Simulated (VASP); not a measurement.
A run of VASP 6.6.1 is set up as follows.

The input INCAR:

```
SYSTEM = Zn3O4
PREC = Accurate
ENCUT = 520
EDIFF = 1E-7
ISMEAR = 0
SIGMA = 0.1
LREAL = .False.
LASPH = .True.
NELM = 60
ALGO = Normal
ISIF = 2
LWAVE = .False.
LCHARG = .False.
GGA = PE
NBANDS = 39
```

Contents of KPOINTS:

```
regular mesh
0
Gamma
  6 6 4
  0 0 0
```

POSCAR

```
Zn3O4
1.0
    4.8298117500      0.0000000000      0.0000000000
   -2.4149058800      4.1827396700      0.0000000000
    0.0000000000      0.0000000000      4.7945086500
Zn O
3 4
Direct
    0.0000000000      0.5000000000      0.0000000000
    0.5000000000      0.0000000000      0.0000000000
    0.5000000000      0.5000000000      0.0000000000
    0.0000000000      0.0000000000      0.2603348200
    0.0000000000      0.0000000000      0.7396651800
    0.3333333300      0.6666666700      0.5000000000
    0.6666666700      0.3333333300      0.5000000000
```

Potentials or basis: VASP PAW PBE potentials, release 64 (Zn, O).

Run with:

```sh
$ cat potpaw_PBE.64/Zn/POTCAR potpaw_PBE.64/O/POTCAR > POTCAR
$ mpirun -np 1 vasp_std > vasp.out
```

Q: What does it give for the pressure?

A: -12.1 GPa.

Q: Estimate the band gap on the k mesh.

A: Zero (bands 30 and 31 overlap by 0.38 eV).

Q: What does it give for the largest force?

A: 0.793 eV/Å.

Forces in eV/Å, atoms in the order of the input:
```
Zn   0.000  0.000  0.000
Zn   0.000  0.000  0.000
Zn   0.000  0.000  0.000
O    0.000  0.000 -0.793
O    0.000  0.000  0.793
O    0.000  0.000  0.000
O    0.000  0.000  0.000
```

Caveat: the cell stands under tension; semilocal functionals underestimate gaps, so a narrow gap can read as zero.
